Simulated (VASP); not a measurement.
SiO2, 12 atoms in the cell. Symmetry: Fddd, No. 70, orthorhombic system. The conventional cell has a = 4.719 Å, b = 9.433 Å, c = 14.726 Å, α = 90.00°, β = 90.00°, γ = 90.00°. Si (site symmetry 2) has 4 O at 1.60 to 1.62 Å within 2.1 Å. O (site symmetry 2) has 2 Si at 1.62 Å within 2.2 Å. Within 2.1 Å of O (site symmetry -1) lie 2 Si at 1.60 Å. 

| Property | Result |
| --- | --- |
| Program | VASP 6.6.1 |
| Task | single point |
| Functional | PBE |
| Potentials or basis | VASP PAW PBE potentials, release 64 (Si, O) |
| Cutoff | 520 eV |
| k mesh | 7 × 7 × 7 |
| Occupations | fermi-dirac, width 0.05 eV |
| Spin | no spin polarisation |
| Dipole correction | no |
| Further INCAR settings | ALGO = Normal; EDIFF = 1e-06; NBANDS = 44 |

Potentials or basis: VASP PAW PBE potentials, release 64 (Si, O).

The run is started by

```sh
$ cat potpaw_PBE.64/Si/POTCAR potpaw_PBE.64/O/POTCAR > POTCAR
$ mpirun -np 1 vasp_std > vasp.out
```

Hardware: 1 thread of AMD EPYC 7R43 64-Core Processor (Zen 3), on a shared host.

Question: Estimate the wall time of this run.

Answer: It took 19 min on 1 thread of AMD EPYC 7R43 64-Core Processor (Zen 3), with other jobs on the host, peak memory 0.57 GiB. Counts: scf iterations 14, k points 64.
